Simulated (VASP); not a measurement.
# Cs: single point with r2SCAN

The system is Cs.

```
Cs
1.0
     8.58656    0.00000    0.00000
    -4.29328    7.43618    0.00000
     0.00000    0.00000    5.13144
Cs
3
Direct
  0.00000 0.00000 0.00000
  0.33333 0.66667 0.50000
  0.66667 0.33333 0.50000
```

This isn't the form of Cs at room conditions, which is bcc.

```yaml
Program: VASP 6.6.1
Task: single point
Functional: r2SCAN
Potentials_or_basis: VASP PAW PBE potentials, release 64 (Cs_sv)
Cutoff: 520 eV
k_mesh: 5 × 5 × 7
Occupations: fermi-dirac, width 0.1 eV
Spin: no spin polarisation
```

```json
{"Pressure": "0.3 GPa", "Band gap on the k mesh": "zero (an odd number of electrons rules out a gap without spin polarisation)"}
```

Levels at points of the mesh, in eV from the Fermi level:
| k point | band 10 | band 11 | band 12 | band 13 | band 14 | band 15 | band 16 | band 17 |
| --- | --- | --- | --- | --- | --- | --- | --- | --- |
| (0.00, 0.00, 0.00) | -11.10 | -11.10 | -11.07 | -1.82 | 0.81 | 0.86 | 0.86 | 0.90 |

Run time: 7.1 min on 1 thread of Intel(R) Xeon(R) Platinum 8488C (Sapphire Rapids), with other jobs on the host, peak memory 0.48 GiB.

Caveat: the PAW data sets were made with another functional, which shifts forces and pressure a little; spin-orbit coupling is left out, which moves the levels of the heavy elements.
